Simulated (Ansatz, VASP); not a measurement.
**LiH in VASP and in Ansatz**

```
Li H
1.0
     0.00000    2.05024    2.05024
     2.05024    0.00000    2.05024
     2.05024    2.05024    0.00000
Li H
1 1
Direct
  0.00000 0.00000 0.00000
  0.50000 0.50000 0.50000
```

Alike in both runs: task single point; functional r2SCAN0; k mesh 6 × 6 × 6; occupations methfessel-paxton of order 1, width 0.01 eV; no spin polarisation.

|  | VASP | Ansatz |
| --- | --- | --- |
| version | VASP 6.6.1 | Ansatz 0.2.0 |
| potentials or method | VASP PAW PBE potentials, release 64 (Li_sv, H) | JTH PAW |
| plane-wave cutoff (eV) | 520 | 1170 |
| valence electrons in the cell | 4 | 4 |

```tsv
	VASP	Ansatz	Ansatz less VASP
gap on the k mesh at the Fermi level (eV)	5.17	5.14	-0.027
least direct gap on the mesh (eV)	5.17	5.14	-0.027
```

VASP's potentials were made for PBE, not for r2SCAN0. With one functional, cell and mesh, what is left measures potentials, basis and numerics.

The k mesh is coarse, so the values compare programs but aren't converged. Noted on VASP's run: the cutoff is under 1.25 times that of the potentials, so the pressure is a little rough.
